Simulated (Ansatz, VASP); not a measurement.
CdS in VASP and in Ansatz

```
Cd S
1.0
     4.13480    0.00000    0.00000
    -2.06740    3.58084    0.00000
     0.00000    0.00000    6.74900
Cd S
2 2
Direct
  0.33333 0.66667 0.00000
  0.66667 0.33333 0.50000
  0.31937 0.63874 0.38500
  0.66667 0.33333 0.88500
```

Alike in both runs: task single point; functional PBE; k mesh 12 × 12 × 4; occupations gaussian, width 0.05 eV; no spin polarisation.

|  | VASP | Ansatz |
| --- | --- | --- |
| version | VASP 6.6.1 | Ansatz 0.2.0 |
| potentials or method | VASP PAW PBE potentials, release 64 (Cd, S), cutoff 520 eV | scalar-relativistic, plane waves, PAW |
| valence electrons in the cell | 36 | 52 |

Ansatz gave:

* gap on the k mesh at the Fermi level (eV): 1.22
* least direct gap on the mesh (eV): 1.22
* pressure (GPa): 2.7
* traceless stress, the component that is largest in VASP (GPa): 1.94
* rms of the force components (eV/Å): 0.266

Task: Which values does VASP return?

Result: gap on the k mesh at the Fermi level (eV): 1.22; least direct gap on the mesh (eV): 1.22; pressure (GPa): 3.0; traceless stress, the component that is largest in VASP (GPa): 2.01; rms of the force components (eV/Å): 0.274.

Atom by atom the forces differ by 0.008 eV/Å (rms over components). VASP's potentials hold 36 valence electrons a cell and Ansatz's 52, so a difference there can come from the potentials and not from the codes.
